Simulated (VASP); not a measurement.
# Mg (P6_3/mmc) in VASP: notebook

Mg is run at these levels: revPBE; tasks: single point.

Program: VASP 6.6.1. These are calculated values, not measurements. Logs are shortened: lines on timing, memory, paths and dates and some standing lists are left out, and cuts for length are marked.

**1. The cell of the first run**

The structure is hexagonal, space group P6_3/mmc (No. 194). Conventional cell: a = 3.266 Å, b = 3.266 Å, c = 5.303 Å, α = 90.00°, β = 90.00°, γ = 120.00°. Mg (site symmetry -6m2) has 12 Mg at 3.25 to 3.27 Å within 4.3 Å.

**2. Single point, revPBE (volume scaled by 1.04)**

The input, INCAR:

```
SYSTEM = Mg
  PREC = Accurate
  ENCUT = 520
  EDIFF = 1E-6
  ISMEAR = -1
  SIGMA = 0.1
  LREAL = .False.
  LASPH = .True.
  NELM = 100
  ALGO = Normal
  ISIF = 2
  LWAVE = .False.
  LCHARG = .False.
  GGA = RE
  NBANDS = 9
```

The input, KPOINTS:

```
regular mesh
0
Gamma
  18 18 10
  0 0 0
```

The input, POSCAR:

```
Mg
1.0
    3.2662118374      0.0000000000      0.0000000000
   -1.6331059187      2.8286224254      0.0000000000
    0.0000000000      0.0000000000      5.3030945712
Mg
2
Direct
    0.3333333333      0.6666666667      0.2500000000
    0.6666666667      0.3333333333      0.7500000000
```

Potentials or basis: VASP PAW PBE potentials, release 64 (Mg).

Command:

```
cat potpaw_PBE.64/Mg/POTCAR > POTCAR
mpirun -np 1 vasp_std > vasp.out
```

OUTCAR:

```text
SYSTEM = Mg
   PREC = Accurate
   ENCUT = 520
   EDIFF = 1E-6
   ISMEAR = -1
   LREAL = .False.
   LASPH = .True.
   NELM = 100
   ISIF = 2
   GGA = RE

 ion  position               nearest neighbor table
   1  0.333  0.667  0.250-   2 3.25   2 3.25   2 3.25   2 3.25   2 3.25   2 3.25
   2  0.667  0.333  0.750-   1 3.25   1 3.25   1 3.25   1 3.25   1 3.25   1 3.25

  LATTYP: Found a hexagonal cell.
 ALAT       =     3.2662118374
 C/A-ratio  =     1.6236223598

  Lattice vectors:

 A1 = (   3.2662118374,   0.0000000000,   0.0000000000)
 A2 = (  -1.6331059187,   2.8286224254,   0.0000000000)
 A3 = (   0.0000000000,   0.0000000000,   5.3030945712)

Analysis of symmetry for initial positions (statically):
=====================================================================
 Subroutine PRICEL returns:
 Original cell was already a primitive cell.

 Routine SETGRP: Setting up the symmetry group for a
 hexagonal supercell.

 Subroutine GETGRP returns: Found 24 space group operations
 (whereof 12 operations were pure point group operations)
 out of a pool of 24 trial point group operations.

The static configuration has the point symmetry D_3d.
 The point group associated with its full space group is D_6h.

Analysis of symmetry for dynamics (positions and initial velocities):
=====================================================================
 Subroutine PRICEL returns:
 Original cell was already a primitive cell.

 Routine SETGRP: Setting up the symmetry group for a
 hexagonal supercell.

 Subroutine GETGRP returns: Found 24 space group operations
 (whereof 12 operations were pure point group operations)
 out of a pool of 24 trial point group operations.

The dynamic configuration has the point symmetry D_3d.
 The point group associated with its full space group is D_6h.

 Subroutine INISYM returns: Found 24 space group operations
 (whereof 12 operations are pure point group operations),
 and found     1 'primitive' translations

----------------------------------------------------------------------------------------

                                     Primitive cell

  volume of cell :      48.9947

  direct lattice vectors                    reciprocal lattice vectors
     3.266211837  0.000000000  0.000000000     0.306165077  0.176764490  0.000000000
    -1.633105919  2.828622425  0.000000000     0.000000000  0.353528980  0.000000000
     0.000000000  0.000000000  5.303094571     0.000000000  0.000000000  0.188569143

  length of vectors
     3.266211837  3.266211837  5.303094571     0.353528980  0.353528980  0.188569143

  position of ions in fractional coordinates (direct lattice)
     0.333333333  0.666666667  0.250000000
     0.666666667  0.333333333  0.750000000

  ion indices of the primitive-cell ions
   primitive index   ion index
                 1           1
                 2           2

----------------------------------------------------------------------------------------

 KPOINTS: regular mesh

Automatic generation of k-mesh.
 Grid dimensions read from file:
 generate k-points for:   18   18   10

 Generating k-lattice:

  Cartesian coordinates                     Fractional coordinates (reciprocal lattice)
     0.017009171  0.009820249  0.000000000     0.055555556  0.000000000  0.000000000
     0.000000000  0.019640499  0.000000000     0.000000000  0.055555556  0.000000000
     0.000000000  0.000000000  0.018856914     0.000000000  0.000000000  0.100000000

  Length of vectors
     0.019640499  0.019640499  0.018856914

  Shift w.r.t. Gamma in fractional coordinates (k-lattice)
     0.000000000  0.000000000  0.000000000

 Subroutine IBZKPT returns following result:
 ===========================================

 Found    222 irreducible k-points:

 Following reciprocal coordinates:
            Coordinates               Weight
  0.000000  0.000000  0.000000      1.000000
  0.055556  0.000000  0.000000      6.000000
  0.111111  0.000000  0.000000      6.000000
  0.166667  0.000000  0.000000      6.000000
  0.222222  0.000000  0.000000      6.000000
  0.277778  0.000000  0.000000      6.000000
[... 16 lines left out ...]
  0.333333  0.111111  0.000000     12.000000
  0.388889  0.111111  0.000000     12.000000
 [... further k-points ...]
   k-points           NKPTS =    222   k-points in BZ     NKDIM =    222   number of bands    NBANDS=      9
   number of dos      NEDOS =    301   number of ions     NIONS =      2
   total plane-waves  NPLWV =  23040
   dimension x,y,z NGX =    24 NGY =   24 NGZ =   40
   dimension x,y,z NGXF=    48 NGYF=   48 NGZF=   80
   ions per type =               2
   NGX,Y,Z   is equivalent  to a cutoff of  12.22, 12.22, 12.54 a.u.
   NGXF,Y,Z  is equivalent  to a cutoff of  24.43, 24.43, 25.08 a.u.
 SYSTEM =  Mg
   PREC   = accura    normal or accurate (medium, high low for compatibility)
   ISTART =      0    job   : 0-new  1-cont  2-samecut
   ICHARG =      2    charge: 1-file 2-atom 10-const
   ISPIN  =      1    spin polarized calculation?
   LNONCOLLINEAR =      F non collinear calculations
   LSORBIT =      F    spin-orbit coupling
   LASPH  =      T    aspherical Exc in radial PAW
   ENCUT  =  520.0 eV  38.22 Ry    6.18 a.u.   6.07  6.07  9.86*2*pi/ulx,y,z
   NELM   =    100;   NELMIN=  2; NELMDL= -5     # of ELM steps
   EDIFF  = 0.1E-05   stopping-criterion for ELM
   LREAL  =      F    real-space projection
   EDIFFG = 0.1E-04   stopping-criterion for IOM
   NSW    =      0    number of steps for IOM
   IBRION =     -1    ionic relax: 0-MD 1-quasi-New 2-CG
   NFREE  =      0    steps in history (QN), initial steepest desc. (CG)
   ISIF   =      2    stress and relaxation
   ISYM   =      2    0-nonsym 1-usesym 2-fastsym
   POTIM  = 0.5000    time-step for ionic-motion
   TEBEG  =    0.0;   TEEND  =   0.0 temperature during run
   PSTRESS=    0.0 pullay stress
   NELECT =       4.0000    total number of electrons
   NUPDOWN=      -1.0000    fix difference up-down
   EMIN   =  10.00;   EMAX   =-10.00  energy-range for DOS
   EFERMI =   0.00;   METHOD = LEGACY
   ISMEAR =    -1;   SIGMA  =   0.10  broadening in eV -4-tet -1-fermi 0-gaus
   EFERMI_NEDOS =   21; number of points for ismear=-14 and -15
   IALGO  =     38    algorithm
   IMIX   =      4    mixing-type and parameters
     AMIX     =   0.40;   BMIX     =  1.00
     AMIX_MAG =   1.60;   BMIX_MAG =  1.00
  volume/ion in A,a.u.               =      24.50       165.32
  Fermi-wavevector in a.u.,A,eV,Ry     =   0.710197  1.342077  6.862496  0.504379
  Thomas-Fermi vector in A             =   1.796980
   LORBIT       =      0    0 simple, 1 ext, 2 COOP (PROOUT), +10 PAW based schemes
   GGA     = RE    functional components
   LHFCALC =     F    Hartree Fock is set to
   AEXX    =    0.0000 exact exchange contribution
   IVDW    =     0    specifies the selected vdW correction
   LEPSILON=     F    determine dielectric tensor
   LRPA    =     F    only Hartree local field effects (RPA)
 non-spin polarized calculation
  energy-cutoff  :      520.00
  volume of cell :       48.99
 maximum number of plane-waves:      1350
   NGX = 13   NGY = 13   NGZ = 19

 number of electron       4.0000000 magnetization

 Free energy of the ion-electron system (eV)
  ---------------------------------------------------
  ext. energy  EPLUGINS =         0.00000000
  ---------------------------------------------------
  free energy    TOTEN  =        -2.72603887 eV

  energy without entropy =       -2.69716701  energy(sigma->0) =       -2.71160294

 E-fermi :   2.3895     XC(G=0):  -8.2138

 val. band max:        2.3868861516   @ k =   0.3889   0.1667   0.4000
 cond. band min:       2.4375378055   @ k =   0.3889   0.0000   0.0000
 fundamental gap:      0.0506516538
 Fermi energy:         2.3895336202

 k-point     1 :       0.0000    0.0000    0.0000
  band No.  band energies     occupation
      1      -4.2649      2.00000
      2       0.7920      2.00000
      3       1.1692      1.99999
      4      12.9688      0.00000
      5      12.9688      0.00000
      6      12.9877      0.00000
      7      12.9877      0.00000
      8      13.8455      0.00000
      9      15.2554      0.00000

 k-point     2 :       0.0556    0.0000    0.0000
  band No.  band energies     occupation
      1      -4.2068      2.00000
      2       0.8456      2.00000
      3       1.2260      1.99998
      4      11.5536      0.00000
      5      12.1362      0.00000
      6      12.8926      0.00000
      7      13.9089      0.00000
      8      14.4800      0.00000
      9      15.9063      0.00000

 k-point     3 :       0.1111    0.0000    0.0000
  band No.  band energies     occupation
      1      -4.0325      2.00000
      2       1.0064      2.00000
      3       1.3956      1.99990
      4       9.9036      0.00000
      5      11.3915      0.00000
      6      12.1833      0.00000
      7      14.4780      0.00000
      8      14.5898      0.00000
      9      14.8732      0.00000

 k-point     4 :       0.1667    0.0000    0.0000
  band No.  band energies     occupation
      1      -3.7426      2.00000
      2       1.2744      1.99997
      3       1.6753      1.99842
      4       8.2916      0.00000
      5      10.7462      0.00000
      6      11.4047      0.00000
      7      12.8847      0.00000
      8      13.6319      0.00000
      9      15.2515      0.00000

 k-point     5 :       0.2222    0.0000    0.0000
  band No.  band energies     occupation
      1      -3.3382      2.00000
      2       1.6499      1.99877
      3       2.0587      1.92941
      4       6.7627      0.00000
      5      10.2009      0.00000
      6      10.5908      0.00000
      7      11.3522      0.00000
      8      12.5476      0.00000
      9      14.6583      0.00000

 k-point     6 :       0.2778    0.0000    0.0000
  band No.  band energies     occupation
      1      -2.8206      2.00000
      2       2.1328      1.85748
      3       2.5266      0.40513
      4       5.3461      0.00000
      5       9.6996      0.00000
      6       9.7553      0.00000
      7       9.9087      0.00000
      8      11.6455      0.00000
      9      14.1644      0.00000
[... 169 lines left out ...]
 k-point    21 :       0.2222    0.1111    0.0000
  band No.  band energies     occupation
      1      -2.6487      2.00000
      2       2.2938      1.44515
      3       2.6830      0.10094
      4       5.4946      0.00000
      5       7.3689      0.00000
      6      10.0441      0.00000
      7      10.6926      0.00000
      8      12.0950      0.00000
      9      12.6809      0.00000

 k-point    22 :       0.2778    0.1111    0.0000
  band No.  band energies     occupation
      1      -2.0208      2.00000
      2       2.8841      0.01412
      3       3.1003      0.00164
      4       4.3214      0.00000
      5       6.9579      0.00000
      6       8.7159      0.00000
      7       9.5228      0.00000
      8      11.6938      0.00000
      9      12.3557      0.00000

 k-point    23 :       0.3333    0.1111    0.0000
  band No.  band energies     occupation
      1      -1.2839      2.00000
      2       2.5978      0.22165
      3       3.5810      0.00001
      4       4.2515      0.00000
      5       6.6080      0.00000
      6       7.4846      0.00000
      7       8.4770      0.00000
      8      11.4120      0.00000
      9      12.1184      0.00000

 k-point    24 :       0.3889    0.1111    0.0000
  band No.  band energies     occupation
      1      -0.4413      2.00000
      2       1.5343      1.99961
      3       4.3791      0.00000
      4       4.9055      0.00000
      5       6.2201      0.00000
      6       6.3638      0.00000
      7       7.6896      0.00000
      8      11.2440      0.00000
      9      11.9744      0.00000

 [... further k-points ...]
[... 5 lines left out ...]
  --------------------------------------------------------------------------------------
  -------------------------------------------------------------------------------------
  Total       -0.4155762     -0.4155762     -0.4308638     -0.0000000      0.0000000     -0.0000000
  in kB      -13.5897855    -13.5897855    -14.0897038     -0.0000000      0.0000000     -0.0000000
  external PRESSURE =     -13.7564249 kB  Pullay stress =       0.0000000 kB

 VOLUME and BASIS-vectors are now :
 -----------------------------------------------------------------------------
  energy-cutoff  :      520.00
  volume of cell :       48.99
      direct lattice vectors                 reciprocal lattice vectors
     3.266211837  0.000000000  0.000000000     0.306165077  0.176764490  0.000000000
    -1.633105919  2.828622425  0.000000000     0.000000000  0.353528980  0.000000000
     0.000000000  0.000000000  5.303094571     0.000000000  0.000000000  0.188569143

 POSITION                                       TOTAL-FORCE (eV/Angst)
 -----------------------------------------------------------------------------------
     -0.00000      1.88575      1.32577         0.000000      0.000000      0.000000
      1.63311      0.94287      3.97732        -0.000000     -0.000000      0.000000
 -----------------------------------------------------------------------------------
    total drift:                                0.000000     -0.000000      0.000000

  FREE ENERGIE OF THE ION-ELECTRON SYSTEM (eV)
  ---------------------------------------------------
  free  energy   TOTEN  =        -2.7260388650 eV

  energy  without entropy=       -2.6971670101  energy(sigma->0) =       -2.71160294
```

Wall time 31 s (1 thread of Intel Xeon 6975P-C, shared host); peak memory 0.23 GiB.

Results:

| Item | Value |
| --- | --- |
| Free energy | -2.7260 eV |
| Pressure | -1.4 GPa |
| Band gap on the k mesh | zero (band 2 reaches 3.37 eV, above the bottom of band 3 at 1.17 eV) |

Levels at points of the mesh, in eV from the Fermi level:
| k point | band 1 | band 2 | band 3 | band 4 | band 5 | band 6 | band 7 |
| --- | --- | --- | --- | --- | --- | --- | --- |
| (0.00, 0.00, 0.00) | -6.65 | -1.60 | -1.22 | 10.58 | 10.58 | 10.60 | 10.60 |
| (0.50, 0.00, 0.00) | -2.06 | -2.04 | 2.57 | 2.97 | 3.12 | 3.53 | 6.58 |
| (0.00, 0.00, 0.50) | -5.32 | -5.32 | 4.85 | 4.85 | 11.32 | 11.32 | 11.32 |
| (0.50, 0.00, 0.50) | -1.05 | -1.05 | -0.44 | -0.44 | 7.72 | 7.72 | 7.80 |

Caveat: the PAW data sets were made with another functional, which shifts forces and pressure a little.

**3. Single point, revPBE (volume scaled by 1.08)**

The input, INCAR:

```
ALGO     = Normal         # electronic algorithm
EDIFF    = 1E-7           # SCF threshold, eV
ENCUT    = 520            # plane-wave cutoff, eV
GGA      = RE             # functional
ISIF     = 2              # what is computed and relaxed
ISMEAR   = -1             # smearing method
LASPH    = T              # aspherical terms in the spheres
LCHARG   = T              # write CHGCAR
LELF     = T              # ELF
LREAL    = F              # projectors in reciprocal space
LVHAR    = T            
LWAVE    = F              # write WAVECAR
NBANDS   = 9              # bands
NELM     = 80             # most SCF steps
PREC     = Accurate       # precision mode
SIGMA    = 0.1            # smearing width, eV
```

The input, KPOINTS:

```
k-points
0
Gamma
  18 18 10
```

The input, POSCAR:

```
Mg
1.0
    3.3075606806      0.0000000000      0.0000000000
   -1.6537803403      2.8644315740      0.0000000000
    0.0000000000      0.0000000000      5.3702294776
Mg
2
Direct
    0.3333333333      0.6666666667      0.2500000000
    0.6666666667      0.3333333333      0.7500000000
```

Potentials or basis: VASP PAW PBE potentials, release 64 (Mg).

Command:

```
cat potpaw_PBE.64/Mg/POTCAR > POTCAR
mpirun -np 1 vasp_std > vasp.out
```

Wall time 59 s (1 thread of Intel Xeon 6975P-C, shared host); peak memory 0.25 GiB.

It converged, with:

```yaml
Free_energy: -2.7037 eV
Pressure: -2.4 GPa
Band_gap_on_the_k_mesh: zero (band 2 reaches 3.19 eV, above the bottom of band 3 at 0.98 eV)
```

Levels at points of the mesh, in eV from the Fermi level:
```
           k point  band 1  band 2  band 3  band 4  band 5  band 6
(0.00, 0.00, 0.00)   -6.50   -1.54   -1.22   10.31   10.31   10.37
(0.50, 0.00, 0.00)   -2.03   -1.98    2.51    2.95    3.02    3.43
(0.00, 0.00, 0.50)   -5.20   -5.20    4.74    4.74   11.09   11.09
(0.50, 0.00, 0.50)   -1.01   -1.01   -0.45   -0.45    7.51    7.51
```

Caveat: the PAW data sets were made with another functional, which shifts forces and pressure a little.
